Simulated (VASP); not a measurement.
A run of VASP 6.6.1 is set up as follows.

File POSCAR:

```
MgS
1.0
    4.0286256320      0.0000000000      0.0000000000
   -2.0143128160      3.4888921397      0.0000000000
    0.0000000000      0.0000000000      6.4543927776
Mg S
2 2
Direct
    0.3333333333      0.6666666667     -0.0028727191
    0.6666666667      0.3333333333      0.4971272809
    0.3333333333      0.6666666667      0.3778727191
    0.6666666667      0.3333333333      0.8778727191
```

File INCAR.step1:

```
SYSTEM = MgS
PREC = Accurate
ENCUT = 520
EDIFF = 1E-5
ISMEAR = 0
SIGMA = 0.01
LREAL = .FALSE.
LASPH = .TRUE.
NELM = 100
ALGO = Normal
ISIF = 2
LWAVE = .TRUE.
NBANDS = 16
GGA = PE
```

Contents of INCAR.step2:

```
SYSTEM = MgS
PREC = Accurate
ENCUT = 520
EDIFF = 1E-6
ISMEAR = 0
SIGMA = 0.01
LREAL = .FALSE.
LASPH = .TRUE.
NELM = 100
ALGO = Normal
ISIF = 2
LWAVE = .FALSE.
LCHARG = .TRUE.
GGA = PE
LHFCALC = .TRUE.
AEXX = 0.4
HFSCREEN = 0.3
PRECFOCK = Normal
LELF = .TRUE.
LVHAR = .TRUE.
NBANDS = 16
ISTART = 1
```

The input KPOINTS:

```
regular mesh
0
G
  6 6 2
  0 0 0
```

Potentials or basis: VASP PAW PBE potentials, release 64 (Mg, S).

The run is started by

```console
$ cat potpaw_PBE.64/Mg/POTCAR potpaw_PBE.64/S/POTCAR > POTCAR
$ cp INCAR.step1 INCAR
$ mpirun -np 1 vasp_std > vasp.out
$ cp INCAR.step2 INCAR
$ mpirun -np 1 vasp_std > vasp.out
```

(1) What does it give for the band gap on the k mesh?

(2) What does it give for the pressure?

Results:

(1) 4.84 eV.

(2) -0.6 GPa.

Caveat: the k points lie up to 0.49 Å⁻¹ apart; the structure was generated, so it needn't be the stable form of MgS; the PAW data sets were made with another functional, which shifts forces and pressure a little.
